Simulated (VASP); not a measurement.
# Si12CO23 (a cell with a defect) in VASP: single point with PBE

Aim: the single point of Si12CO23 (a cell with a defect) with PBE.

All numbers are computed with VASP 6.6.1; they aren't measurements. Logs are shortened: lines on timing, memory, paths and dates and some standing lists are left out, and cuts for length are marked.

## Step 1: The cell of the first run

The cell holds a defect, 36 atoms: a = 7.454 Å, b = 7.454 Å, c = 10.042 Å, α = 70.32°, β = 70.32°, γ = 71.37°.

## Step 2: Single point, PBE

INCAR

```
SYSTEM = Si12CO23
  PREC = Accurate
  ENCUT = 520
  EDIFF = 1E-6
  ISMEAR = -1
  SIGMA = 0.01
  LREAL = Auto
  LASPH = .True.
  NELM = 120
  ALGO = Normal
  ISIF = 2
  LWAVE = .False.
  LCHARG = .False.
  GGA = PE
  NBANDS = 119
  GGA_COMPAT = .False.
```

KPOINTS

```
Automatic mesh
0
Gamma
  2 2 2
  0.5 0.5 0.5
```

POSCAR

```
Si12CO23
1.0
   -2.5104095144      4.3481568267      5.5092742089
    5.0208190287      0.0000000000      5.5092742089
    5.0208190287      8.6963136534      0.0000000000
Si O C
12 23 1
Direct
    0.4052592479      0.9227814861      0.0385396014
    0.9090462261      0.4272254666      0.2751136938
   -0.0012447168     -0.0033409438      0.2632469832
    0.5102589846      0.4970996761      0.0136629699
    0.0883703169      0.5722922229      0.4547459383
    0.5931666421      0.0660550707      0.2055998765
    0.4002599153      0.9320963167      0.5388594052
    0.9145785039      0.4240303728      0.7863842561
   -0.0017833518      0.0007890107      0.7626774885
    0.4867268107      0.5054816985      0.5223031013
    0.1152236603      0.5654082327      0.9397449086
    0.5895459280      0.0739309621      0.7055598468
    0.0513453455      0.4856451830      0.3398725177
    0.5600361353      0.9822186779      0.0881615892
    0.0589631684      0.8081518111      0.3939708973
    0.5619701526      0.3043513601      0.1439015477
    0.1815312505      0.0149795329      0.1184150662
    0.3110185355      0.4750261657      0.4736494273
    0.8165445517      0.9739121089      0.2208815979
    0.4392960224      0.6851634458      0.0820957356
    0.9374946864      0.1895543914      0.3242236771
    0.4338096400      0.0206347355      0.3629437157
    0.9666063104      0.4968786403      0.0973518447
    0.0874420191      0.4724110094      0.8245038831
    0.5597508618      0.9840871709      0.5894569407
    0.0660082235      0.8037118628      0.8846964773
    0.5471422847      0.3120583250      0.6513005331
    0.1775291145      0.0323341917      0.6159278852
    0.7011610277      0.5242394473      0.8760697890
    0.3392312400      0.4812787289      0.9544053690
    0.8139773047      0.9833769653      0.7193502439
    0.4236822737      0.6942188845      0.5912079256
    0.9368683279      0.1883642707      0.8304925660
    0.4358657180      0.0109821455      0.8628634718
    0.9314830380      0.5173435914      0.6117252120
    0.6665845217      0.5683586072      0.3487054411
```

Potentials or basis: VASP PAW PBE potentials, release 64 (Si, O, C).

The run is started by

```bash
$ cat potpaw_PBE.64/Si/POTCAR potpaw_PBE.64/O/POTCAR potpaw_PBE.64/C/POTCAR > POTCAR
$ mpirun -np 1 vasp_std > vasp.out
```

OUTCAR:

```text
SYSTEM = Si12CO23
   PREC = Accurate
   ENCUT = 520
   EDIFF = 1E-6
   ISMEAR = -1
   LREAL = Auto
   LASPH = .True.
   NELM = 120
   ISIF = 2
   GGA = PE

 ion  position               nearest neighbor table
   1  0.405  0.923  0.039-  17 1.62  14 1.62  34 1.62  20 1.63   4 3.09   6 3.11  12 3.11   3 3.12

   2  0.909  0.427  0.275-  23 1.63  21 1.63  13 1.64  36 1.82   3 3.10
   3  0.999  0.997  0.263-  21 1.62  19 1.62  17 1.62  15 1.63   5 3.09   2 3.10   6 3.12   1 3.12

   4  0.510  0.497  0.014-  16 1.63  29 1.63  20 1.63  30 1.63   1 3.09  11 3.12   8 3.12   6 3.13

   5  0.088  0.572  0.455-  15 1.62  35 1.63  13 1.63  18 1.63   8 3.09   3 3.09  10 3.12
   6  0.593  0.066  0.206-  14 1.62  19 1.62  22 1.63  16 1.64   1 3.11   7 3.11   3 3.12   4 3.13

   7  0.400  0.932  0.539-  22 1.63  28 1.63  25 1.63  32 1.64  10 3.09   9 3.09  12 3.11   6 3.11

   8  0.915  0.424  0.786-  29 1.62  33 1.63  24 1.63  35 1.63  11 3.06   5 3.09   9 3.09   4 3.12

   9  0.998  0.001  0.763-  26 1.63  31 1.63  33 1.63  28 1.63   8 3.09   7 3.09  11 3.13  12 3.13

  10  0.487  0.505  0.522-  27 1.64  32 1.64  18 1.64  36 1.83   7 3.09  12 3.12   5 3.12
  11  0.115  0.565  0.940-  23 1.62  30 1.62  26 1.63  24 1.63   8 3.06   4 3.12   9 3.13
  12  0.590  0.074  0.706-  31 1.63  25 1.63  34 1.63  27 1.63   7 3.11   1 3.11  10 3.12   9 3.13

  13  0.051  0.486  0.340-   5 1.63   2 1.64
  14  0.560  0.982  0.088-   6 1.62   1 1.62
  15  0.059  0.808  0.394-   5 1.62   3 1.63
  16  0.562  0.304  0.144-   4 1.63   6 1.64
  17  0.182  0.015  0.118-   1 1.62   3 1.62
  18  0.311  0.475  0.474-   5 1.63  10 1.64
[... 16 lines left out ...]
  35  0.931  0.517  0.612-   5 1.63   8 1.63
  36  0.667  0.568  0.349-   2 1.82  10 1.83

  LATTYP: Found a base centered monoclinic cell.
 ALAT       =    12.1085520585
 B/A-ratio  =     0.7181959999
 C/A-ratio  =     0.8293013078
 COS(beta)  =    -0.4146506539

  Lattice vectors:

 A1 = (   2.5104095144,  -4.3481568267,  -5.5092742089)
 A2 = (  -5.0208190287,   0.0000000000,  -5.5092742089)
 A3 = (   5.0208190287,   8.6963136534,   0.0000000000)

Analysis of symmetry for initial positions (statically):
=====================================================================
 Subroutine PRICEL returns:
 Original cell was already a primitive cell.

 Routine SETGRP: Setting up the symmetry group for a
 base centered monoclinic supercell.

 Subroutine GETGRP returns: Found  1 space group operations
 (whereof  1 operations were pure point group operations)
 out of a pool of  4 trial point group operations.

The static configuration has the point symmetry C_1 .

Analysis of symmetry for dynamics (positions and initial velocities):
=====================================================================
 Subroutine PRICEL returns:
 Original cell was already a primitive cell.

 Routine SETGRP: Setting up the symmetry group for a
 base centered monoclinic supercell.

 Subroutine GETGRP returns: Found  1 space group operations
 (whereof  1 operations were pure point group operations)
 out of a pool of  4 trial point group operations.

The dynamic configuration has the point symmetry C_1 .

 Subroutine INISYM returns: Found  1 space group operations
 (whereof  1 operations are pure point group operations),
 and found     1 'primitive' translations

----------------------------------------------------------------------------------------

                                     Primitive cell

  volume of cell :     481.0987

  direct lattice vectors                    reciprocal lattice vectors
    -2.510409514  4.348156827  5.509274209    -0.099585346  0.057495626  0.090756056
     5.020819029  0.000000000  5.509274209     0.099585346 -0.057495626  0.090756056
     5.020819029  8.696313653  0.000000000     0.049792673  0.086243439 -0.045378028

  length of vectors
     7.453906763  7.453906763 10.041638057     0.146491126  0.146491126  0.109436770

  position of ions in fractional coordinates (direct lattice)
     0.405259248  0.922781486  0.038539601
     0.909046226  0.427225467  0.275113694
     0.998755283  0.996659056  0.263246983
     0.510258985  0.497099676  0.013662970
     0.088370317  0.572292223  0.454745938
     0.593166642  0.066055071  0.205599877
[... 28 lines left out ...]
     0.931483038  0.517343591  0.611725212
     0.666584522  0.568358607  0.348705441

  ion indices of the primitive-cell ions
   primitive index   ion index
                 1           1
                 2           2
                 3           3
                 4           4
                 5           5
                 6           6
[... 28 lines left out ...]
                35          35
                36          36

----------------------------------------------------------------------------------------

 KPOINTS: Automatic mesh

Automatic generation of k-mesh.
 Grid dimensions read from file:
 generate k-points for:    2    2    2

 Generating k-lattice:

  Cartesian coordinates                     Fractional coordinates (reciprocal lattice)
    -0.049792673  0.028747813  0.045378028     0.500000000  0.000000000  0.000000000
     0.049792673 -0.028747813  0.045378028     0.000000000  0.500000000 -0.000000000
     0.024896336  0.043121720 -0.022689014     0.000000000  0.000000000  0.500000000

  Length of vectors
     0.073245563  0.073245563  0.054718385

  Shift w.r.t. Gamma in fractional coordinates (k-lattice)
     0.500000000  0.500000000  0.500000000

 Subroutine IBZKPT returns following result:
 ===========================================

 Found      4 irreducible k-points:

 Following reciprocal coordinates:
            Coordinates               Weight
  0.250000  0.250000  0.250000      2.000000
 -0.250000  0.250000  0.250000      2.000000
 -0.250000  0.250000 -0.250000      2.000000
 -0.250000 -0.250000  0.250000      2.000000
   k-points           NKPTS =      4   k-points in BZ     NKDIM =      4   number of bands    NBANDS=    119
   number of dos      NEDOS =    301   number of ions     NIONS =     36
   total plane-waves  NPLWV = 250880
   dimension x,y,z NGX =    56 NGY =   56 NGZ =   80
   dimension x,y,z NGXF=   112 NGYF=  112 NGZF=  160
   ions per type =              12  23   1
   NGX,Y,Z   is equivalent  to a cutoff of  12.49, 12.49, 13.24 a.u.
   NGXF,Y,Z  is equivalent  to a cutoff of  24.98, 24.98, 26.49 a.u.
 SYSTEM =  Si12CO23
   PREC   = accura    normal or accurate (medium, high low for compatibility)
   ISTART =      0    job   : 0-new  1-cont  2-samecut
   ICHARG =      2    charge: 1-file 2-atom 10-const
   ISPIN  =      1    spin polarized calculation?
   LNONCOLLINEAR =      F non collinear calculations
   LSORBIT =      F    spin-orbit coupling
   LASPH  =      T    aspherical Exc in radial PAW
   ENCUT  =  520.0 eV  38.22 Ry    6.18 a.u.  13.86 13.86 18.67*2*pi/ulx,y,z
   NELM   =    120;   NELMIN=  2; NELMDL= -5     # of ELM steps
   EDIFF  = 0.1E-05   stopping-criterion for ELM
   LREAL  =      T    real-space projection
   EDIFFG = 0.1E-04   stopping-criterion for IOM
   NSW    =      0    number of steps for IOM
   IBRION =     -1    ionic relax: 0-MD 1-quasi-New 2-CG
   NFREE  =      0    steps in history (QN), initial steepest desc. (CG)
   ISIF   =      2    stress and relaxation
   ISYM   =      2    0-nonsym 1-usesym 2-fastsym
   POTIM  = 0.5000    time-step for ionic-motion
   TEBEG  =    0.0;   TEEND  =   0.0 temperature during run
   PSTRESS=    0.0 pullay stress
   NELECT =     190.0000    total number of electrons
   NUPDOWN=      -1.0000    fix difference up-down
   EMIN   =  10.00;   EMAX   =-10.00  energy-range for DOS
   EFERMI =   0.00;   METHOD = LEGACY
   ISMEAR =    -1;   SIGMA  =   0.01  broadening in eV -4-tet -1-fermi 0-gaus
   EFERMI_NEDOS =   21; number of points for ismear=-14 and -15
   IALGO  =     38    algorithm
   IMIX   =      4    mixing-type and parameters
     AMIX     =   0.40;   BMIX     =  1.00
     AMIX_MAG =   1.60;   BMIX_MAG =  1.00
  volume/ion in A,a.u.               =      13.36        90.18
  Fermi-wavevector in a.u.,A,eV,Ry     =   1.201106  2.269761 19.628519  1.442655
  Thomas-Fermi vector in A             =   2.336924
   LORBIT       =      0    0 simple, 1 ext, 2 COOP (PROOUT), +10 PAW based schemes
   GGA     = PE    functional components
   LHFCALC =     F    Hartree Fock is set to
   AEXX    =    0.0000 exact exchange contribution
   IVDW    =     0    specifies the selected vdW correction
   LEPSILON=     F    determine dielectric tensor
   LRPA    =     F    only Hartree local field effects (RPA)
 non-spin polarized calculation
  energy-cutoff  :      520.00
  volume of cell :      481.10
 maximum number of plane-waves:     12962
   NGX = 27   NGY = 27   NGZ = 37

 number of electron     189.9999977 magnetization

 Free energy of the ion-electron system (eV)
  ---------------------------------------------------
  ext. energy  EPLUGINS =         0.00000000
  ---------------------------------------------------
  free energy    TOTEN  =      -279.84928613 eV

  energy without entropy =     -279.84880403  energy(sigma->0) =     -279.84904508

 E-fermi :   2.6909     XC(G=0):  -8.9414

 val. band max:        2.6310987055   @ k =  -0.2500   0.2500   0.2500
 cond. band min:       2.7506775302   @ k =  -0.2500  -0.2500   0.2500
 fundamental gap:      0.1195788247
 Fermi energy:         2.6908771824

 k-point     1 :       0.2500    0.2500    0.2500
  band No.  band energies     occupation
      1     -18.4490      2.00000
      2     -18.0822      2.00000
      3     -18.0693      2.00000
      4     -17.9280      2.00000
      5     -17.7949      2.00000
      6     -17.7797      2.00000
[... 99 lines left out ...]
    106       9.7875      0.00000
    107       9.8689      0.00000

 k-point     2 :      -0.2500    0.2500    0.2500
  band No.  band energies     occupation
      1     -18.3651      2.00000
      2     -18.1612      2.00000
      3     -18.1227      2.00000
      4     -17.9893      2.00000
      5     -17.8413      2.00000
      6     -17.6675      2.00000
[... 99 lines left out ...]
    106       9.6871      0.00000
    107       9.7857      0.00000

 k-point     3 :      -0.2500    0.2500   -0.2500
  band No.  band energies     occupation
      1     -18.3541      2.00000
      2     -18.1801      2.00000
      3     -18.1156      2.00000
      4     -18.0195      2.00000
      5     -17.8240      2.00000
      6     -17.6766      2.00000
[... 99 lines left out ...]
    106       9.8472      0.00000
    107       9.9432      0.00000

 k-point     4 :      -0.2500   -0.2500    0.2500
  band No.  band energies     occupation
      1     -18.3563      2.00000
      2     -18.2637      2.00000
      3     -18.0838      2.00000
      4     -17.9761      2.00000
      5     -17.7483      2.00000
      6     -17.6259      2.00000
[... 99 lines left out ...]
    106       9.7904      0.00000
    107       9.9090      0.00000
 [bands above 107 left out]

------------------------ aborting loop because EDIFF is reached ----------------------------------------

  FORCE on cell =-STRESS in cart. coord.  units (eV):
  Direction    XX          YY          ZZ          XY          YZ          ZX
  --------------------------------------------------------------------------------------
  -------------------------------------------------------------------------------------
  Total        3.6537846      0.0024191      0.9984132      1.0617469     -0.3371152     -0.6682802
  in kB       12.1680050      0.0080563      3.3249626      3.5358793     -1.1226767     -2.2255381
  external PRESSURE =       5.1670080 kB  Pullay stress =       0.0000000 kB

 VOLUME and BASIS-vectors are now :
 -----------------------------------------------------------------------------
  energy-cutoff  :      520.00
  volume of cell :      481.10
      direct lattice vectors                 reciprocal lattice vectors
    -2.510409514  4.348156827  5.509274209    -0.099585346  0.057495626  0.090756056
     5.020819029  0.000000000  5.509274209     0.099585346 -0.057495626  0.090756056
     5.020819029  8.696313653  0.000000000     0.049792673  0.086243439 -0.045378028

 POSITION                                       TOTAL-FORCE (eV/Angst)
 -----------------------------------------------------------------------------------
      3.80925      2.09728      7.31654        -0.005403     -0.020384     -0.005745
      1.24424      6.34515      7.36189         0.040489     -0.001137     -0.008112
      3.81848      6.63202     10.99328         0.002490      0.019236      0.006484
      1.28349      2.33750      5.54982         0.002686      0.003239      0.011440
      4.93473      4.33886      3.63977        -0.015752      0.002711     -0.005518
     -0.12516      4.36714      3.63183        -0.002516     -0.009593      0.007913
[... 28 lines left out ...]
      3.33045      9.36999      7.98198        -0.004939      0.007585     -0.003555
      2.93101      5.93087      6.80364        -0.023379     -0.018061     -0.018950
 -----------------------------------------------------------------------------------
    total drift:                                0.002162     -0.015764      0.008766

  FREE ENERGIE OF THE ION-ELECTRON SYSTEM (eV)
  ---------------------------------------------------
  free  energy   TOTEN  =      -279.8492861328 eV

  energy  without entropy=     -279.8488040310  energy(sigma->0) =     -279.84904508
```

Run time: 16 min. Hardware: 1 thread of Intel Xeon 8259CL, shared host; peak memory 0.6 GiB.

What came out:

```
Free energy            : -279.8493 eV
Pressure               : 0.5 GPa
Largest force          : 0.041 eV/Å
Band gap on the k mesh : 0.12 eV
```

Forces in eV/Å, atoms in the order of the input:
```
Si  -0.005 -0.020 -0.006
Si   0.040 -0.001 -0.008
Si   0.002  0.019  0.006
Si   0.003  0.003  0.011
Si  -0.016  0.003 -0.006
Si  -0.003 -0.010  0.008
Si   0.006 -0.008  0.001
Si   0.012 -0.014 -0.001
Si   0.013  0.014 -0.012
Si  -0.016  0.023  0.025
Si  -0.017  0.003  0.006
Si  -0.012  0.003 -0.001
O   -0.003 -0.009 -0.006
O    0.006 -0.001 -0.001
O   -0.002 -0.007 -0.004
O   -0.010  0.003 -0.014
O    0.001  0.013 -0.009
O    0.009  0.012  0.004
O    0.012  0.000 -0.008
O    0.012 -0.003  0.014
O    0.011 -0.014  0.014
O   -0.015  0.001  0.005
O    0.002  0.017  0.006
O    0.010 -0.002  0.002
O    0.005 -0.003  0.002
O   -0.003 -0.003 -0.010
O   -0.014 -0.012 -0.008
O   -0.004  0.004 -0.005
O   -0.005  0.005 -0.007
O    0.012  0.001  0.000
O    0.011  0.004  0.006
O    0.002 -0.013  0.009
O   -0.004 -0.009  0.008
O   -0.013  0.009  0.001
O   -0.005  0.008 -0.004
C   -0.023 -0.018 -0.019
```

Stress tensor (GPa, compression positive):
```
 1.22  0.35 -0.22
 0.35  0.00 -0.11
-0.22 -0.11  0.33
```
